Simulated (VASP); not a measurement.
A run of VASP 6.6.1 is set up as follows.

Contents of INCAR:

```
ALGO = Normal ; EDIFF = 1E-6
ENCUT = 600 ; GGA = PE
GGA_COMPAT = F ; ISIF = 2
ISMEAR = 0 ; LASPH = T
LCHARG = F ; LREAL = F
LWAVE = F ; NBANDS = 11
NELM = 120 ; PREC = Accurate
SIGMA = 0.01
```

File KPOINTS:

```
k-points
0
Gamma
  6 6 6
```

Contents of POSCAR:

```
AlN
1.0
   -0.0268946756      2.1880045658      2.2152398071
    2.1927224027     -0.0060600666      2.1944051981
    2.1949460966      2.1693836339     -0.0082837604
Al N
1 1
Direct
    0.9821100000      0.0105100000      0.0231300000
    0.7724500000      0.7357500000      0.7601700000
```

Potentials or basis: VASP PAW PBE potentials, release 64 (Al, N).

Command:

```bash
$ cat potpaw_PBE.64/Al/POTCAR potpaw_PBE.64/N/POTCAR > POTCAR
$ mpirun -np 1 vasp_std > vasp.out
```

(1) What does it give for the band gap on the k mesh?

(2) Predict the pressure.

(3) Estimate the largest force.

Results:

(1) 3.02 eV, indirect (least direct gap 3.72 eV).

(2) 2.0 GPa.

(3) 1.315 eV/Å.

Caveat: forces of over 1 eV/Å act on the atoms, so gaps and moduli don't describe the material at rest.
